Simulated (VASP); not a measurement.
A run of VASP 6.6.1 is set up as follows.

Contents of INCAR:

```
SYSTEM = Be
PREC = Accurate
ENCUT = 600
EDIFF = 1E-6
ISMEAR = -1
SIGMA = 0.05
LREAL = .False.
LASPH = .True.
NELM = 120
ALGO = Normal
ISIF = 2
LWAVE = .False.
LCHARG = .True.
GGA = PE
LELF = .True.
LVHAR = .True.
NBANDS = 7
GGA_COMPAT = .False.
```

The input KPOINTS:

```
Automatic mesh
0
Gamma
  24 24 24
  0 0 0
```

Contents of POSCAR:

```
Be
1.0
    0.0000000000      1.3361148089      1.3361148089
    1.3361148089      0.0000000000      1.3361148089
    1.3361148089      1.3361148089      0.0000000000
Be
1
Direct
    0.0000000000      0.0000000000      0.0000000000
```

Potentials or basis: VASP PAW PBE potentials, release 64 (Be).

Command:

```bash
$ cat potpaw_PBE.64/Be/POTCAR > POTCAR
$ mpirun -np 1 vasp_std > vasp.out
```

Question: Predict the pressure.

Answer: 141.1 GPa.

Question: What does it give for the band gap on the k mesh?

Answer: Zero (bands 1 and 2 overlap by 1.56 eV).

Caveat: the cell stands under pressure.
